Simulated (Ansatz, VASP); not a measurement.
## BPtF6 in VASP and in Ansatz

Contents of INCAR:

```
SYSTEM = BPtF6
  PREC = Accurate
  ENCUT = 600
  EDIFF = 1E-7
  ISMEAR = -5
  SIGMA = 0.1
  LREAL = .False.
  LASPH = .True.
  NELM = 100
  ALGO = Normal
  ISIF = 3
  LWAVE = .False.
  LCHARG = .False.
  GGA = PE
  IBRION = 2
  NSW = 60
  EDIFFG = -0.01
```

Contents of KPOINTS:

```
Automatic mesh
0
Gamma
  5 5 5
  0 0 0
```

File POSCAR:

```
BPtF6
1.0
    4.9025950000      0.0000000000      0.0000000000
   -2.4512970000      4.2457760000      0.0000000000
   -2.4512970000      1.4152590000      4.5346510000
B F Pt
1 6 1
Direct
    0.5000000000      0.5000000000      0.5000000000
    0.2420000000      0.1180000000      0.7510000000
    0.8820000000      0.3730000000      0.7510000000
    0.6270000000      0.7580000000      0.7510000000
    0.7580000000      0.8820000000      0.2490000000
    0.1180000000      0.6270000000      0.2490000000
    0.3730000000      0.2420000000      0.2490000000
    0.0000000000      0.0000000000      0.0000000000
```

Input for Ansatz:

```yaml
crystal:
  lattice:
    - [4.902595, 0.0, 0.0]
    - [-2.451297, 4.245776, 0.0]
    - [-2.451297, 1.415259, 4.534651]
  atoms:
    - { symbol: B, position: [0.5, 0.5, 0.5] }
    - { symbol: F, position: [0.242, 0.118, 0.751] }
    - { symbol: F, position: [0.882, 0.373, 0.751] }
    - { symbol: F, position: [0.627, 0.758, 0.751] }
    - { symbol: F, position: [0.758, 0.882, 0.249] }
    - { symbol: F, position: [0.118, 0.627, 0.249] }
    - { symbol: F, position: [0.373, 0.242, 0.249] }
    - { symbol: Pt, position: [0.0, 0.0, 0.0] }
  symmetry: { tolerance: 0.0003 }
kpoints:
  mp_grid: { grid: [5, 5, 5], shift: [0, 0, 0] }
magnetization:
  spin_polarized: false
scf:
  occupations: { method: tetrahedron }
hamiltonian:
  pseudopotentials: { kind: paw }
  xc: pbe
basis:
  ecutwfc: 420
output:
  forces: true
  stress: true
  eigenvalues: true
relax:
  max_steps: 40
  cell: {}
```

Alike in both runs: task relaxation of cell and atoms; functional PBE; k mesh 5 × 5 × 5; occupations tetrahedron; no spin polarisation.

|  | VASP | Ansatz |
| --- | --- | --- |
| version | VASP 6.6.1 | Ansatz 0.2.0 |
| potentials or method | VASP PAW PBE potentials, release 64 (B, F, Pt), cutoff 600 eV | PAW plane waves |
| valence electrons in the cell | 55 | 63 |

|  | VASP | Ansatz | Ansatz less VASP |
| --- | --- | --- | --- |
| gap on the k mesh at the Fermi level, each at its own relaxed structure (eV) | none | none | - |
| relaxed volume (Å³/atom) | 10.51 | 10.58 | +0.070 |
| relaxed cell length with the largest relative difference (Å) | 4.772 | 4.786 | +0.0148 |

A gap of «none» marks a metal or a gap that the smearing closes. VASP's potentials hold 55 valence electrons a cell and Ansatz's 63, so a difference there can come from the potentials and not from the codes. Ansatz's warnings: band table not solved further, forces under tetrahedra, structure snapped to symmetry, tetrahedron derivatives may miss energy slope.

Neither program's run includes spin-orbit coupling.
